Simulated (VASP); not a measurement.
**BeS4: relaxation of cell and atoms with PBE**

Crystal: BeS4.

```xyz
5
Lattice="5.0924 0.0000 0.0000 -2.5462 4.4102 0.0000 0.0000 0.0000 4.9074" Properties=species:S:1:pos:R:3 pbc="T T T"
Be    0.0000    0.0000    0.0000
S     0.0000    2.9401    3.4135
S     0.0000    2.9401    1.4939
S     2.5462    1.4701    1.4939
S     2.5462    1.4701    3.4135
```

The cell was built from a structure type or drawn by symmetry, and may not be a known phase.

| Property | Result |
| --- | --- |
| Program | VASP 6.6.1 |
| Task | relaxation of cell and atoms |
| Functional | PBE |
| Potentials or basis | VASP PAW PBE potentials, release 64 (Be, S) |
| Cutoff | 600 eV |
| k mesh | 12 × 12 × 8 |
| Occupations | gaussian, width 0.1 eV |
| Spin | no spin polarisation |
| Dipole correction | no |
| Further INCAR settings | ALGO = Normal; EDIFF = 1e-07; IBRION = 2; EDIFFG = -0.01; NSW = 100; ISIF = 3 |

* Relaxed volume: 22.02 Å³/atom
* Relaxed cell: a = 5.093 Å, b = 5.093 Å, c = 4.902 Å, α = 90.00°, β = 90.00°, γ = 120.00°
* Space group after relaxing (to 0.1 Å): P6/mmm (No. 191)
* Energy gained by relaxing: 0.5 meV/atom
* Ionic steps: 6
* Pressure after relaxing: 0.0 GPa
* Band gap on the k mesh: zero (bands 13 and 14 overlap by 1.02 eV)

Step by step:
| step | energy change (eV) | largest force (eV/Å) | pressure (GPa) | volume (Å³) |
| --- | --- | --- | --- | --- |
| 1 | 0.0000 | 0.2348 | -0.43 | 110.21 |
| 2 | 0.0218 | 0.7901 | 1.61 | 109.28 |
| 3 | -0.0022 | 0.0128 | 0.03 | 109.99 |
| 4 | -0.0022 | 0.0086 | 0.03 | 109.98 |
| 5 | -0.0023 | 0.0058 | 0.03 | 110.04 |
| 6 | -0.0023 | 0.0018 | 0.02 | 110.12 |

Final structure:
```
CELL_PARAMETERS angstrom
5.09294 0.00000 0.00000
-2.54647 4.41062 0.00000
0.00000 0.00000 4.90234
ATOMIC_POSITIONS crystal
Be 0.00000 0.00000 0.00000
S 0.33333 0.66667 0.69480
S 0.33333 0.66667 0.30520
S 0.66667 0.33333 0.30520
S 0.66667 0.33333 0.69480
```

Levels at points of the mesh, in eV from the Fermi level:
| k point | band 11 | band 12 | band 13 | band 14 | band 15 | band 16 |
| --- | --- | --- | --- | --- | --- | --- |
| (0.00, 0.00, 0.00) | -1.58 | -1.58 | -0.51 | 0.96 | 0.96 | 3.17 |
| (0.50, 0.00, 0.00) | -1.97 | -1.33 | -0.47 | 0.93 | 1.82 | 2.34 |
| (0.00, 0.00, 0.50) | -2.56 | -2.56 | -0.77 | -0.57 | -0.57 | 1.75 |
| (0.50, 0.00, 0.50) | -2.63 | -1.76 | 0.02 | 1.13 | 1.14 | 1.48 |

Wall time 8 min on 1 thread of AMD EPYC 7R13 Processor (Zen 3), on a shared host, peak memory 0.34 GiB.
